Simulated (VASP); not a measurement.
# NiO (Fm-3m) in VASP: a series of runs

NiO is run at these levels: BLYP, LDA; tasks: single point.

Program: VASP 6.6.1. These are calculated values, not measurements. Logs are shortened: lines on timing, memory, paths and dates and some standing lists are left out, and cuts for length are marked.

**Measured values to compare with.**

“Local correlations, non-local screening, multiplets, and band formation in NiO”, 2012, arxiv:1210.6675 quotes, for a bulk crystal of NiO: band gap 4.3 eV.

The runs below are set against these values where they give the same quantity.

## Step 1: The cell of the first run

Symmetry: Fm-3m, No. 225, cubic system. Conventional cell: a = 4.288 Å, b = 4.288 Å, c = 4.288 Å, α = 90.00°, β = 90.00°, γ = 90.00°. Ni (site symmetry m-3m) has 6 O at 2.14 Å within 2.8 Å. Within 2.8 Å of O (site symmetry m-3m) lie 6 Ni at 2.14 Å.

## Step 2: Single point, BLYP, collinear spin, ferromagnetic start

File INCAR:

```
PREC = Accurate
ENCUT = 520
EDIFF = 1E-6
ISMEAR = -5
SIGMA = 0.05
LREAL = False
LASPH = True
NELM = 150
ALGO = Normal
ISIF = 2
LWAVE = False
LCHARG = False
ISPIN = 2
MAGMOM = 1.75 0.38
LORBIT = 11
LMAXMIX = 4
GGA = B5
ALDAX = 1.0
AGGAX = 1.0
AGGAC = 1.0
ALDAC = 0.0
NBANDS = 19
```

File KPOINTS:

```
Automatic mesh
0
Gamma
  11 11 11
```

File POSCAR:

```
NiO
1.0
    0.0000000000      2.1440555958      2.1440555958
    2.1440555958      0.0000000000      2.1440555958
    2.1440555958      2.1440555958      0.0000000000
Ni O
1 1
Direct
    0.0000000000      0.0000000000      0.0000000000
    0.5000000000      0.5000000000      0.5000000000
```

Potentials or basis: VASP PAW PBE potentials, release 64 (Ni, O).

Started as:

```bash
$ cat potpaw_PBE.64/Ni/POTCAR potpaw_PBE.64/O/POTCAR > POTCAR
$ mpirun -np 1 vasp_std > vasp.out
```

OUTCAR:

```text
PREC = Accurate
   ENCUT = 520
   EDIFF = 1E-6
   ISMEAR = -5
   LREAL = False
   LASPH = True
   NELM = 150
   ISIF = 2
   ISPIN = 2
   LORBIT = 11
   GGA = B5

 ion  position               nearest neighbor table
   1  0.000  0.000  0.000-   2 2.14   2 2.14   2 2.14   2 2.14   2 2.14   2 2.14
   2  0.500  0.500  0.500-   1 2.14   1 2.14   1 2.14   1 2.14   1 2.14   1 2.14

  LATTYP: Found a face centered cubic cell.
 ALAT       =     4.2881111916

  Lattice vectors:

 A1 = (   0.0000000000,   2.1440555958,   2.1440555958)
 A2 = (   2.1440555958,   0.0000000000,   2.1440555958)
 A3 = (   2.1440555958,   2.1440555958,   0.0000000000)

Analysis of symmetry for initial positions (statically):
=====================================================================
 Subroutine PRICEL returns:
 Original cell was already a primitive cell.

 Routine SETGRP: Setting up the symmetry group for a
 face centered cubic supercell.

 Subroutine GETGRP returns: Found 48 space group operations
 (whereof 48 operations were pure point group operations)
 out of a pool of 48 trial point group operations.

The static configuration has the point symmetry O_h .

Analysis of symmetry for dynamics (positions and initial velocities):
=====================================================================
 Subroutine PRICEL returns:
 Original cell was already a primitive cell.

 Routine SETGRP: Setting up the symmetry group for a
 face centered cubic supercell.

 Subroutine GETGRP returns: Found 48 space group operations
 (whereof 48 operations were pure point group operations)
 out of a pool of 48 trial point group operations.

The dynamic configuration has the point symmetry O_h .

Analysis of structural, dynamic, and magnetic symmetry:
=====================================================================
 Subroutine PRICEL returns:
 Original cell was already a primitive cell.

 Routine SETGRP: Setting up the symmetry group for a
 face centered cubic supercell.

 Subroutine GETGRP returns: Found 48 space group operations
 (whereof 48 operations were pure point group operations)
 out of a pool of 48 trial point group operations.

The overall configuration has the point symmetry O_h .

 Subroutine INISYM returns: Found 48 space group operations
 (whereof 48 operations are pure point group operations),
 and found     1 'primitive' translations

----------------------------------------------------------------------------------------

                                     Primitive cell

  volume of cell :      19.7123

  direct lattice vectors                    reciprocal lattice vectors
     0.000000000  2.144055596  2.144055596    -0.233202908  0.233202908  0.233202908
     2.144055596  0.000000000  2.144055596     0.233202908 -0.233202908  0.233202908
     2.144055596  2.144055596  0.000000000     0.233202908  0.233202908 -0.233202908

  length of vectors
     3.032152502  3.032152502  3.032152502     0.403919285  0.403919285  0.403919285

  position of ions in fractional coordinates (direct lattice)
     0.000000000  0.000000000  0.000000000
     0.500000000  0.500000000  0.500000000

  ion indices of the primitive-cell ions
   primitive index   ion index
                 1           1
                 2           2

----------------------------------------------------------------------------------------

 KPOINTS: Automatic mesh

Automatic generation of k-mesh.
 Grid dimensions read from file:
 generate k-points for:   11   11   11

 Generating k-lattice:

  Cartesian coordinates                     Fractional coordinates (reciprocal lattice)
    -0.021200264  0.021200264  0.021200264     0.090909091  0.000000000  0.000000000
     0.021200264 -0.021200264  0.021200264     0.000000000  0.090909091  0.000000000
     0.021200264  0.021200264 -0.021200264     0.000000000  0.000000000  0.090909091

  Length of vectors
     0.036719935  0.036719935  0.036719935

  Shift w.r.t. Gamma in fractional coordinates (k-lattice)
     0.000000000  0.000000000  0.000000000

 TETIRR: Found    201 inequivalent tetrahedra from     7986

 Subroutine IBZKPT returns following result:
 ===========================================

 Found     56 irreducible k-points:

 Following reciprocal coordinates:
            Coordinates               Weight
  0.000000  0.000000  0.000000      1.000000
  0.090909  0.000000  0.000000      8.000000
  0.181818  0.000000  0.000000      8.000000
  0.272727  0.000000  0.000000      8.000000
  0.363636  0.000000  0.000000      8.000000
  0.454545  0.000000  0.000000      8.000000
[... 16 lines left out ...]
 -0.272727  0.181818  0.000000     24.000000
 -0.181818  0.181818  0.000000     12.000000
 [... further k-points ...]
   k-points           NKPTS =     56   k-points in BZ     NKDIM =     56   number of bands    NBANDS=     19
   number of dos      NEDOS =    301   number of ions     NIONS =      2
   total plane-waves  NPLWV =  13824
   dimension x,y,z NGX =    24 NGY =   24 NGZ =   24
   dimension x,y,z NGXF=    48 NGYF=   48 NGZF=   48
   ions per type =               1   1
   NGX,Y,Z   is equivalent  to a cutoff of  13.16, 13.16, 13.16 a.u.
   NGXF,Y,Z  is equivalent  to a cutoff of  26.32, 26.32, 26.32 a.u.
 SYSTEM =  unknown system
   PREC   = accura    normal or accurate (medium, high low for compatibility)
   ISTART =      0    job   : 0-new  1-cont  2-samecut
   ICHARG =      2    charge: 1-file 2-atom 10-const
   ISPIN  =      2    spin polarized calculation?
   LNONCOLLINEAR =      F non collinear calculations
   LSORBIT =      F    spin-orbit coupling
   LASPH  =      T    aspherical Exc in radial PAW
   ENCUT  =  520.0 eV  38.22 Ry    6.18 a.u.   5.64  5.64  5.64*2*pi/ulx,y,z
   NELM   =    150;   NELMIN=  2; NELMDL= -5     # of ELM steps
   EDIFF  = 0.1E-05   stopping-criterion for ELM
   LREAL  =      F    real-space projection
   EDIFFG = 0.1E-04   stopping-criterion for IOM
   NSW    =      0    number of steps for IOM
   IBRION =     -1    ionic relax: 0-MD 1-quasi-New 2-CG
   NFREE  =      0    steps in history (QN), initial steepest desc. (CG)
   ISIF   =      2    stress and relaxation
   ISYM   =      2    0-nonsym 1-usesym 2-fastsym
   POTIM  = 0.5000    time-step for ionic-motion
   TEBEG  =    0.0;   TEEND  =   0.0 temperature during run
   PSTRESS=    0.0 pullay stress
   NELECT =      16.0000    total number of electrons
   NUPDOWN=      -1.0000    fix difference up-down
   EMIN   =  10.00;   EMAX   =-10.00  energy-range for DOS
   EFERMI =   0.00;   METHOD = LEGACY
   ISMEAR =    -5;   SIGMA  =   0.05  broadening in eV -4-tet -1-fermi 0-gaus
   EFERMI_NEDOS =   21; number of points for ismear=-14 and -15
   IALGO  =     38    algorithm
   IMIX   =      4    mixing-type and parameters
     AMIX     =   0.40;   BMIX     =  1.00
     AMIX_MAG =   1.60;   BMIX_MAG =  1.00
  volume/ion in A,a.u.               =       9.86        66.51
  Fermi-wavevector in a.u.,A,eV,Ry     =   1.527105  2.885809 31.729445  2.332048
  Thomas-Fermi vector in A             =   2.635047
   LORBIT       =     11    0 simple, 1 ext, 2 COOP (PROOUT), +10 PAW based schemes
   GGA     = B5    functional components
   LHFCALC =     F    Hartree Fock is set to
   AEXX    =    0.0000 exact exchange contribution
   IVDW    =     0    specifies the selected vdW correction
   LEPSILON=     F    determine dielectric tensor
   LRPA    =     F    only Hartree local field effects (RPA)
 spin polarized calculation
 Fermi weights with tetrahedron method with Bloechl corrections
  energy-cutoff  :      520.00
  volume of cell :       19.71
 maximum number of plane-waves:       539
   NGX = 11   NGY = 11   NGZ = 11

 number of electron      15.9999999 magnetization       1.9236140

 Free energy of the ion-electron system (eV)
  ---------------------------------------------------
  ext. energy  EPLUGINS =         0.00000000
  ---------------------------------------------------
  free energy    TOTEN  =       -10.62683908 eV

  energy without entropy =      -10.62683908  energy(sigma->0) =      -10.62683908

 E-fermi :   7.0392     XC(G=0): -11.6550

 val. band max:        7.1690969845   @ k =   0.4545   0.0000   0.0000
 cond. band min:       6.9721465050   @ k =   0.3636   0.3636   0.0000
 fundamental gap:     -0.1969504795
 Fermi energy:         7.0392450127

 spin component 1

 k-point     1 :       0.0000    0.0000    0.0000
  band No.  band energies     occupation
      1     -12.3897      1.00000
      2       3.9958      1.00000
      3       3.9960      1.00000
      4       4.4662      1.00000
      5       4.4662      1.00000
      6       4.4662      1.00000
[... 11 lines left out ...]
     18      32.3098      0.00000
     19      32.3098      0.00000
[... 485 lines left out ...]
 k-point    24 :      -0.1818    0.1818    0.0000
  band No.  band energies     occupation
      1     -11.6936      1.00000
      2       1.1279      1.00000
      3       2.0493      1.00000
      4       2.7876      1.00000
      5       4.5288      1.00000
      6       4.7795      1.00000
[... 11 lines left out ...]
     18      37.0388      0.00000
     19      37.8316      0.00000

 [... further k-points ...]

 spin component 2

 k-point     1 :       0.0000    0.0000    0.0000
  band No.  band energies     occupation
      1     -11.8670      1.00000
      2       5.0614      1.00000
      3       5.0614      1.00000
      4       5.0614      1.00000
      5       5.3489      1.00000
      6       5.3492      1.00000
[... 11 lines left out ...]
     18      32.9092      0.00000
     19      32.9097      0.00000
[... 485 lines left out ...]
 k-point    24 :      -0.1818    0.1818    0.0000
  band No.  band energies     occupation
      1     -11.1366      1.00000
      2       1.7558      1.00000
      3       3.3641      1.00000
      4       3.3904      1.00000
      5       5.6473      1.00000
      6       6.1373      1.00000
[... 11 lines left out ...]
     18      37.4337      0.00000
     19      38.4112      0.00000

 [... further k-points ...]
[... 5 lines left out ...]
  --------------------------------------------------------------------------------------
  -------------------------------------------------------------------------------------
  Total       -0.0646944     -0.0646944     -0.0646944      0.0000000     -0.0000000     -0.0000000
  in kB       -5.2582269     -5.2582269     -5.2582269      0.0000000     -0.0000000     -0.0000000
  external PRESSURE =      -5.2582269 kB  Pullay stress =       0.0000000 kB

 VOLUME and BASIS-vectors are now :
 -----------------------------------------------------------------------------
  energy-cutoff  :      520.00
  volume of cell :       19.71
      direct lattice vectors                 reciprocal lattice vectors
     0.000000000  2.144055596  2.144055596    -0.233202908  0.233202908  0.233202908
     2.144055596  0.000000000  2.144055596     0.233202908 -0.233202908  0.233202908
     2.144055596  2.144055596  0.000000000     0.233202908  0.233202908 -0.233202908

 POSITION                                       TOTAL-FORCE (eV/Angst)
 -----------------------------------------------------------------------------------
      0.00000      0.00000      0.00000         0.000000      0.000000      0.000000
      2.14406      2.14406      2.14406        -0.000000     -0.000000     -0.000000
 -----------------------------------------------------------------------------------
    total drift:                                0.000000     -0.000000     -0.000000

  FREE ENERGIE OF THE ION-ELECTRON SYSTEM (eV)
  ---------------------------------------------------
  free  energy   TOTEN  =       -10.6268390781 eV

  energy  without entropy=      -10.6268390781  energy(sigma->0) =      -10.62683908

 total charge

# of ion       s       p       d       tot
------------------------------------------
    1        0.309   0.345   8.211   8.865
    2        1.548   3.414   0.000   4.962
--------------------------------------------------
tot          1.857   3.759   8.211  13.827

 magnetization (x)

# of ion       s       p       d       tot
------------------------------------------
    1        0.009   0.012   1.528   1.549
    2        0.027   0.295   0.000   0.322
--------------------------------------------------
tot          0.036   0.307   1.528   1.870
```

Wall time 26 s (1 thread of Intel Xeon 6975P-C (Granite Rapids), shared host); peak memory 0.17 GiB.

What came out:

| Item | Value |
| --- | --- |
| Free energy | -10.6268 eV |
| Pressure | -0.5 GPa |
| Net moment | 1.92 μB per cell |
| Site moments | Ni +1.55; O +0.32 μB |
| Valence electrons inside the program's atomic spheres | Ni 8.87; O 4.96 |

Levels at points of the mesh, in eV from the Fermi level:
Spin up:
| k point | band 6 | band 7 | band 8 | band 9 | band 10 | band 11 | band 12 | band 13 |
| --- | --- | --- | --- | --- | --- | --- | --- | --- |
| (0.00, 0.00, 0.00) | -2.57 | -2.53 | -2.53 | -2.53 | 1.46 | 18.39 | 18.71 | 18.71 |
Spin down:
```csv
k point,band 4,band 5,band 6,band 7,band 8,band 9,band 10,band 11
"(0.00, 0.00, 0.00)",-1.98,-1.69,-1.69,-1.69,-0.37,-0.37,1.83,18.34
```

Caveat: the PAW data sets were made with another functional, which shifts forces and pressure a little; a cell with one magnetic atom can't hold antiferromagnetic order, which such compounds often take; semilocal functionals often make such compounds metallic where correlation or magnetic order opens a gap, which also shifts bond lengths; tetrahedron occupations give inexact forces and stress in metals.

## Step 3: Single point, LDA, collinear spin, ferromagnetic start

This run uses another cell than the first one, of 9.62 Å³/atom, 0.976 times its volume.

File INCAR:

```
ALGO = Normal
EDIFF = 1E-6
ENCUT = 520
ISIF = 2
ISMEAR = -1
ISPIN = 2
LASPH = T
LCHARG = T
LELF = T
LMAXMIX = 4
LORBIT = 11
LREAL = F
LVHAR = T
LWAVE = F
MAGMOM = 1 0
NBANDS = 19
NELM = 150
PREC = Accurate
SIGMA = 0.05
```

File KPOINTS:

```
k-points
0
Gamma
  11 11 11
```

File POSCAR:

```
NiO
1.0
    0.0000000000      2.1268120599      2.1268120599
    2.1268120599      0.0000000000      2.1268120599
    2.1268120599      2.1268120599      0.0000000000
Ni O
1 1
Direct
    0.0000000000      0.0000000000      0.0000000000
    0.5000000000      0.5000000000      0.5000000000
```

Potentials or basis: VASP PAW LDA potentials, release 64 (Ni, O).

Started as:

```bash
$ cat potpaw_LDA.64/Ni/POTCAR potpaw_LDA.64/O/POTCAR > POTCAR
$ mpirun -np 1 vasp_std > vasp.out
```

It took 34 s on 1 thread of Intel Xeon Platinum 8375C at 2.90GHz (Ice Lake), shared host; peak memory 0.15 GiB.

It converged, with:

- Free energy: -13.1328 eV
- Pressure: -28.0 GPa
- Net moment: 0.22 μB per cell
- Site moments: Ni +0.19; O +0.03 μB
- Valence electrons inside the program's atomic spheres: Ni 8.99; O 4.87

Levels at points of the mesh, in eV from the Fermi level:
Spin up:
```csv
k point,band 4,band 5,band 6,band 7,band 8,band 9,band 10,band 11,band 12,band 13
"(0.00, 0.00, 0.00)",-2.84,-1.66,-1.66,-1.66,-1.58,-1.58,1.44,17.64,18.66,18.66
```
Spin down:
| k point | band 4 | band 5 | band 6 | band 7 | band 8 | band 9 | band 10 | band 11 | band 12 | band 13 |
| --- | --- | --- | --- | --- | --- | --- | --- | --- | --- | --- |
| (0.00, 0.00, 0.00) | -2.79 | -1.54 | -1.54 | -1.54 | -1.34 | -1.34 | 1.48 | 17.64 | 18.69 | 18.69 |

Caveat: semilocal functionals often make such compounds metallic where correlation or magnetic order opens a gap, which also shifts bond lengths. With open d or f shells a metallic result of LDA can be an artefact of self-interaction; +U or a hybrid may open a gap.

## Step 4: How close it comes

Step 2. A measured gap of NiO is 4.3 eV (quoted in “Local correlations, non-local screening, multiplets, and band formation in NiO”, 2012, arxiv:1210.6675); the calculated 0.00 eV misses it by -4.30 eV. So large a miss can be the level of theory's own, or it may mean another phase, state or a wrong row. The value is that of BLYP on a finite k mesh, which can miss the band edges, without temperature or zero-point motion. Semilocal functionals fall short of measured gaps as a rule. The run's magnetic order (collinear spin, ferromagnetic start) needn't be the measured crystal's.
